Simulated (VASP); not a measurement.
NiGe: single point with PBEsol

NiGe:

```
CELL_PARAMETERS angstrom
5.31079 0.00000 0.00000
0.00000 3.44002 0.00000
0.00000 0.00000 5.85404
ATOMIC_POSITIONS crystal
Ni 0.99299 0.75000 0.18887
Ni 0.00701 0.25000 0.81113
Ni 0.50701 0.25000 0.68887
Ni 0.49299 0.75000 0.31113
Ge 0.81164 0.75000 0.58840
Ge 0.18836 0.25000 0.41160
Ge 0.68836 0.25000 0.08840
Ge 0.31164 0.75000 0.91160
```

This cell differs from its parent crystal: strain +0.0200 x Voigt [0, 0, 1, 0, 0, 0].

- Program: VASP 6.6.1
- Task: single point
- Functional: PBEsol
- Potentials or basis: VASP PAW PBE potentials, release 64 (Ni, Ge_d)
- Cutoff: 520 eV
- k mesh: 8 × 12 × 8
- Occupations: gaussian, width 0.15 eV
- Spin: no spin polarisation
- Dipole correction: no
- Further INCAR settings: ALGO = Fast; EDIFF = 1e-06; NBANDS = 58

```json
{
  "Pressure": "-2.7 GPa",
  "Largest force": "0.097 eV/Å",
  "Band gap on the k mesh": "zero (bands 48 and 49 overlap by 1.83 eV)"
}
```

Forces in eV/Å, atoms in the order of the input:
```
Ni   0.062  0.000  0.067
Ni  -0.062  0.000 -0.067
Ni  -0.062  0.000  0.067
Ni   0.062  0.000 -0.067
Ge  -0.056  0.000 -0.079
Ge   0.056  0.000  0.079
Ge   0.056  0.000 -0.079
Ge  -0.056  0.000  0.079
```

Stress tensor (GPa, compression positive):
```
-2.00  0.00  0.00
 0.00 -1.81  0.00
 0.00  0.00 -4.43
```

Levels at points of the mesh, in eV from the Fermi level:
```tsv
k point	band 46	band 47	band 48	band 49	band 50	band 51
(0.00, 0.00, 0.00)	-1.07	-0.86	-0.83	0.62	0.75	3.93
(0.50, 0.00, 0.00)	-1.59	0.83	0.83	1.56	1.56	3.15
(0.00, 0.50, 0.00)	-1.61	-1.27	-1.27	-0.55	-0.55	1.94
(0.50, 0.50, 0.00)	-1.41	-1.41	-1.41	0.26	0.26	0.26
(0.00, 0.00, 0.50)	-1.30	-0.27	-0.27	1.12	1.12	2.60
(0.50, 0.00, 0.50)	-1.08	0.70	0.70	2.43	2.43	2.62
(0.00, 0.50, 0.50)	-1.67	-1.51	-1.51	0.36	0.36	0.68
(0.50, 0.50, 0.50)	-1.58	-1.58	-1.58	2.40	2.40	2.40
```

It took 34 min on 1 thread of Oxide Virtual Turin-like Processor, with other jobs on the host, peak memory 0.78 GiB.

Caveat: the cell differs from its parent crystal (strain +0.0200 x Voigt [0, 0, 1, 0, 0, 0]); the PAW data sets were made with another functional, which shifts forces and pressure a little. Spin polarisation is off, so any magnetic state and its effect on volume and gap are missing.
